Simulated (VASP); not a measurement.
Input of a VASP 6.6.1 run:

Contents of INCAR:

```
PREC = Accurate
ENCUT = 520
EDIFF = 1E-6
ISMEAR = 0
SIGMA = 0.1
LREAL = False
LASPH = True
NELM = 100
ALGO = Fast
ISIF = 2
LWAVE = False
LCHARG = True
GGA = PS
LELF = True
LVHAR = True
NBANDS = 9
```

File KPOINTS:

```
regular mesh
0
Gamma
  20 20 20
```

Contents of POSCAR:

```
Be
1.0
    0.0000000000      2.4364841309      2.4364841309
    2.4364841309      0.0000000000      2.4364841309
    2.4364841309      2.4364841309      0.0000000000
Be
2
Direct
    0.0000000000      0.0000000000      0.0000000000
    0.2500000000      0.2500000000      0.2500000000
```

Potentials or basis: VASP PAW PBE potentials, release 64 (Be).

The run is started by

```sh
$ cat potpaw_PBE.64/Be/POTCAR > POTCAR
$ mpirun -np 1 vasp_std > vasp.out
```

Problem. What does it give for the band gap on the k mesh?

Solution. Zero (bands 2 and 3 overlap by 6.33 eV).

Problem. Predict the pressure.

Solution. 0.1 GPa.

Caveat: the PAW data sets were made with another functional, which shifts forces and pressure a little.
